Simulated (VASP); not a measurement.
Here is a VASP 6.6.1 calculation.

File INCAR:

```
SYSTEM = Li
  ALGO = Normal
  EDIFF = 1E-8
  ENCUT = 520
  ISIF = 2
  ISMEAR = -1
  LASPH = .True.
  LCHARG = .False.
  LEFG = .True.
  LREAL = .False.
  LWAVE = .False.
  NBANDS = 8
  NELM = 100
  PREC = Accurate
  SIGMA = 0.05
```

The input KPOINTS:

```
k-points
0
Gamma
  16 16 16
  0 0 0
```

The input POSCAR:

```
Li
1.0
    0.0000000000      2.1722395951      2.1722395951
    2.1722395951      0.0000000000      2.1722395951
    2.1722395951      2.1722395951      0.0000000000
Li
1
Direct
    0.0000000000      0.0000000000      0.0000000000
```

Potentials or basis: VASP PAW LDA potentials, release 64 (Li_sv).

Run with:

```bash
$ cat potpaw_LDA.64/Li_sv/POTCAR > POTCAR
$ mpirun -np 1 vasp_std > vasp.out
```

Q: Predict the band gap on the k mesh.

A: Zero (an odd number of electrons rules out a gap without spin polarisation).
